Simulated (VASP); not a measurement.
# CdSe (Fm-3m) in VASP: single point with PBEsol

Aim: the single point of CdSe with PBEsol.

All numbers are computed with VASP 6.6.1; they aren't measurements. Logs are shortened: lines on timing, memory, paths and dates and some standing lists are left out, and cuts for length are marked.

## (1) The cell of the first run

It takes space group Fm-3m (No. 225, cubic). The conventional cell has a = 5.709 Å, b = 5.709 Å, c = 5.709 Å, α = 90.00°, β = 90.00°, γ = 90.00°. Cd (site symmetry m-3m) has 6 Se at 2.85 Å within 3.8 Å. Se (site symmetry m-3m) has 6 Cd at 2.85 Å within 3.8 Å.

## (2) Single point, PBEsol

File INCAR:

```
ALGO = Normal ; EDIFF = 1E-6
ENCUT = 500 ; GGA = PS
GGA_COMPAT = False ; ISIF = 2
ISMEAR = -1 ; LASPH = True
LCHARG = False ; LREAL = False
LWAVE = False ; NBANDS = 16
NELM = 120 ; PREC = Accurate
SIGMA = 0.05
```

File KPOINTS:

```
k-points
0
Gamma
  6 6 6
```

File POSCAR:

```
CdSe
1.0
    0.0000000000      2.8546691101      2.8546691101
    2.8546691101      0.0000000000      2.8546691101
    2.8546691101      2.8546691101      0.0000000000
Cd Se
1 1
Direct
    0.0000000000      0.0000000000      0.0000000000
    0.5000000000      0.5000000000      0.5000000000
```

Potentials or basis: VASP PAW PBE potentials, release 64 (Cd, Se).

Launch:

```console
$ cat potpaw_PBE.64/Cd/POTCAR potpaw_PBE.64/Se/POTCAR > POTCAR
$ mpirun -np 1 vasp_std > vasp.out
```

OUTCAR:

```text
EDIFF = 1E-6
   ENCUT = 500
   GGA = PS
   ISIF = 2
   ISMEAR = -1
   LASPH = True
   LREAL = False
   NELM = 120
   PREC = Accurate

 ion  position               nearest neighbor table
   1  0.000  0.000  0.000-   2 2.85   2 2.85   2 2.85   2 2.85   2 2.85   2 2.85
   2  0.500  0.500  0.500-   1 2.85   1 2.85   1 2.85   1 2.85   1 2.85   1 2.85

  LATTYP: Found a face centered cubic cell.
 ALAT       =     5.7093382202

  Lattice vectors:

 A1 = (   0.0000000000,   2.8546691101,   2.8546691101)
 A2 = (   2.8546691101,   0.0000000000,   2.8546691101)
 A3 = (   2.8546691101,   2.8546691101,   0.0000000000)

Analysis of symmetry for initial positions (statically):
=====================================================================
 Subroutine PRICEL returns:
 Original cell was already a primitive cell.

 Routine SETGRP: Setting up the symmetry group for a
 face centered cubic supercell.

 Subroutine GETGRP returns: Found 48 space group operations
 (whereof 48 operations were pure point group operations)
 out of a pool of 48 trial point group operations.

The static configuration has the point symmetry O_h .

Analysis of symmetry for dynamics (positions and initial velocities):
=====================================================================
 Subroutine PRICEL returns:
 Original cell was already a primitive cell.

 Routine SETGRP: Setting up the symmetry group for a
 face centered cubic supercell.

 Subroutine GETGRP returns: Found 48 space group operations
 (whereof 48 operations were pure point group operations)
 out of a pool of 48 trial point group operations.

The dynamic configuration has the point symmetry O_h .

 Subroutine INISYM returns: Found 48 space group operations
 (whereof 48 operations are pure point group operations),
 and found     1 'primitive' translations

----------------------------------------------------------------------------------------

                                     Primitive cell

  volume of cell :      46.5262

  direct lattice vectors                    reciprocal lattice vectors
     0.000000000  2.854669110  2.854669110    -0.175151648  0.175151648  0.175151648
     2.854669110  0.000000000  2.854669110     0.175151648 -0.175151648  0.175151648
     2.854669110  2.854669110  0.000000000     0.175151648  0.175151648 -0.175151648

  length of vectors
[... 71 lines left out ...]
   ENCUT  =  500.0 eV  36.75 Ry    6.06 a.u.   7.36  7.36  7.36*2*pi/ulx,y,z
   NELM   =    120;   NELMIN=  2; NELMDL= -5     # of ELM steps
   EDIFF  = 0.1E-05   stopping-criterion for ELM
   LREAL  =      F    real-space projection
   EDIFFG = 0.1E-04   stopping-criterion for IOM
   NSW    =      0    number of steps for IOM
   IBRION =     -1    ionic relax: 0-MD 1-quasi-New 2-CG
   NFREE  =      0    steps in history (QN), initial steepest desc. (CG)
   ISIF   =      2    stress and relaxation
   ISYM   =      2    0-nonsym 1-usesym 2-fastsym
   POTIM  = 0.5000    time-step for ionic-motion
   TEBEG  =    0.0;   TEEND  =   0.0 temperature during run
   PSTRESS=    0.0 pullay stress
   NELECT =      18.0000    total number of electrons
   NUPDOWN=      -1.0000    fix difference up-down
   EMIN   =  10.00;   EMAX   =-10.00  energy-range for DOS
   EFERMI =   0.00;   METHOD = LEGACY
   ISMEAR =    -1;   SIGMA  =   0.05  broadening in eV -4-tet -1-fermi 0-gaus
   EFERMI_NEDOS =   21; number of points for ismear=-14 and -15
   IALGO  =     38    algorithm
   IMIX   =      4    mixing-type and parameters
     AMIX     =   0.40;   BMIX     =  1.00
     AMIX_MAG =   1.60;   BMIX_MAG =  1.00
  volume/ion in A,a.u.               =      23.26       156.99
  Fermi-wavevector in a.u.,A,eV,Ry     =   1.192889  2.254233 19.360862  1.422983
  Thomas-Fermi vector in A             =   2.328916
   LORBIT       =      0    0 simple, 1 ext, 2 COOP (PROOUT), +10 PAW based schemes
   GGA     = PS    functional components
   LHFCALC =     F    Hartree Fock is set to
   AEXX    =    0.0000 exact exchange contribution
   IVDW    =     0    specifies the selected vdW correction
   LEPSILON=     F    determine dielectric tensor
   LRPA    =     F    only Hartree local field effects (RPA)
 non-spin polarized calculation
  energy-cutoff  :      500.00
  volume of cell :       46.53
 maximum number of plane-waves:      1243
 NGX is ok and might be reduce to    30
   NGX = 15   NGY = 15   NGZ = 15

 number of electron      18.0000003 magnetization

 Free energy of the ion-electron system (eV)
  ---------------------------------------------------
  ext. energy  EPLUGINS =         0.00000000
  ---------------------------------------------------
  free energy    TOTEN  =        -5.97617450 eV

  energy without entropy =       -5.97072561  energy(sigma->0) =       -5.97345006

 E-fermi :   2.3565     XC(G=0): -10.2842

 val. band max:        2.3560722838   @ k =   0.0000   0.0000   0.0000
 cond. band min:       3.2010303405   @ k =   0.5000   0.3333   0.0000
 fundamental gap:      0.8449580567
 Fermi energy:         2.3565355452

 k-point     1 :       0.0000    0.0000    0.0000
  band No.  band energies     occupation
      1     -10.7293      2.00000
      2      -5.6007      2.00000
      3      -5.6007      2.00000
      4      -5.5821      2.00000
      5      -5.5821      2.00000
      6      -5.5821      2.00000
[... 281 lines left out ...]
      3      -5.6437      2.00000
      4      -5.4895      2.00000
      5      -5.3791      2.00000
      6      -4.9928      2.00000
[... 8 lines left out ...]
     15      15.3221      0.00000
     16      17.2539      0.00000

------------------------ aborting loop because EDIFF is reached ----------------------------------------

  FORCE on cell =-STRESS in cart. coord.  units (eV):
  Direction    XX          YY          ZZ          XY          YZ          ZX
  --------------------------------------------------------------------------------------
  -------------------------------------------------------------------------------------
  Total       -0.6659930     -0.6659930     -0.6659930      0.0000000     -0.0000000      0.0000000
  in kB      -22.9341656    -22.9341656    -22.9341656      0.0000000     -0.0000000      0.0000000
  external PRESSURE =     -22.9341656 kB  Pullay stress =       0.0000000 kB

 VOLUME and BASIS-vectors are now :
 -----------------------------------------------------------------------------
  energy-cutoff  :      500.00
  volume of cell :       46.53
      direct lattice vectors                 reciprocal lattice vectors
     0.000000000  2.854669110  2.854669110    -0.175151648  0.175151648  0.175151648
     2.854669110  0.000000000  2.854669110     0.175151648 -0.175151648  0.175151648
     2.854669110  2.854669110  0.000000000     0.175151648  0.175151648 -0.175151648

 POSITION                                       TOTAL-FORCE (eV/Angst)
 -----------------------------------------------------------------------------------
      0.00000      0.00000      0.00000         0.000000      0.000000      0.000000
      2.85467      2.85467      2.85467         0.000000      0.000000     -0.000000
 -----------------------------------------------------------------------------------
    total drift:                               -0.000000      0.000000      0.000000

  FREE ENERGIE OF THE ION-ELECTRON SYSTEM (eV)
  ---------------------------------------------------
  free  energy   TOTEN  =        -5.9761745029 eV

  energy  without entropy=       -5.9707256110  energy(sigma->0) =       -5.97345006
```

stdout:

```text
POSCAR found type information on POSCAR CdSe
 POSCAR found :  2 types and       2 ions
 scaLAPACK will be used
 -----------------------------------------------------------------------------
|                                                                             |
|                                                                             |
|     You enforced a specific xc type in the INCAR file but a different       |
|     I HOPE YOU KNOW WHAT YOU ARE DOING!                                     |
|                                                                             |
 -----------------------------------------------------------------------------

 LDA part: xc-table for (Slater+PW92), standard interpolation
 POSCAR, INCAR and KPOINTS ok, starting setup
 FFT: planning ... GRIDC
 FFT: planning ... GRID_SOFT
 FFT: planning ... GRID
 WAVECAR not read
 entering main loop
```

It took 15 s on 1 thread of Intel Xeon 6975P-C, shared host; peak memory 0.17 GiB.

What came out:

```yaml
Free_energy: -5.9762 eV
Pressure: -2.3 GPa
Band_gap_on_the_k_mesh: zero (band 9 reaches 2.27 eV, above the bottom of band 10 at 1.77 eV)
```

Levels at points of the mesh, in eV from the Fermi level:
| k point | band 6 | band 7 | band 8 | band 9 | band 10 | band 11 | band 12 | band 13 |
| --- | --- | --- | --- | --- | --- | --- | --- | --- |
| (0.00, 0.00, 0.00) | -7.94 | -0.69 | -0.69 | -0.69 | 0.00 | 8.55 | 8.55 | 8.55 |
| (0.50, 0.00, 0.00) | -7.79 | -5.12 | -0.09 | -0.09 | 2.84 | 5.13 | 5.13 | 5.97 |
| (0.50, 0.50, 0.00) | -7.23 | -4.30 | -2.19 | -2.19 | -0.59 | 5.28 | 9.70 | 10.31 |

Caveat: the PAW data sets were made with another functional, which shifts forces and pressure a little.
